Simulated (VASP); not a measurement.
A run of VASP 6.6.1 is set up as follows.

The input INCAR:

```
ALGO = Normal
EDIFF = 1E-6
EDIFFG = -0.005
ENCUT = 600
GGA = PS
IBRION = 2
ISIF = 3
ISMEAR = 0
LASPH = True
LCHARG = False
LREAL = False
LWAVE = False
NELM = 100
NSW = 100
PREC = Accurate
SIGMA = 0.1
```

The input KPOINTS:

```
k-points
0
Gamma
  15 15 8
```

POSCAR

```
Na
1.0
    3.6887707041      0.0000000000      0.0000000000
   -1.8443853520      3.1945691385      0.0000000000
    0.0000000000      0.0000000000      6.2691940000
Na
2
Direct
    0.3333333300      0.6666666700      0.2500000000
    0.6666666700      0.3333333300      0.7500000000
```

Potentials or basis: VASP PAW PBE potentials, release 64 (Na_pv).

The run is started by

```sh
$ cat potpaw_PBE.64/Na_pv/POTCAR > POTCAR
$ mpirun -np 1 vasp_std > vasp.out
```

Question: What does it give for the relaxed volume?

Answer: 36.25 Å³/atom.

Question: What does it give for the relaxed cell?

Answer: a = 3.717 Å, b = 3.717 Å, c = 6.059 Å, α = 90.00°, β = 90.00°, γ = 120.00°.

Final structure:
```cif
data_structure
_symmetry_space_group_name_H-M 'P 1'
_symmetry_Int_Tables_number 1
_cell_length_a 3.7173
_cell_length_b 3.7173
_cell_length_c 6.0587
_cell_angle_alpha 90.000
_cell_angle_beta 90.000
_cell_angle_gamma 120.000
_cell_volume 72.50
loop_
_atom_site_label
_atom_site_type_symbol
_atom_site_fract_x
_atom_site_fract_y
_atom_site_fract_z
_atom_site_occupancy
Na1 Na 0.33333 0.66667 0.25000 1
Na2 Na 0.66667 0.33333 0.75000 1
```

Caveat: the PAW data sets were made with another functional, which shifts forces and pressure a little.
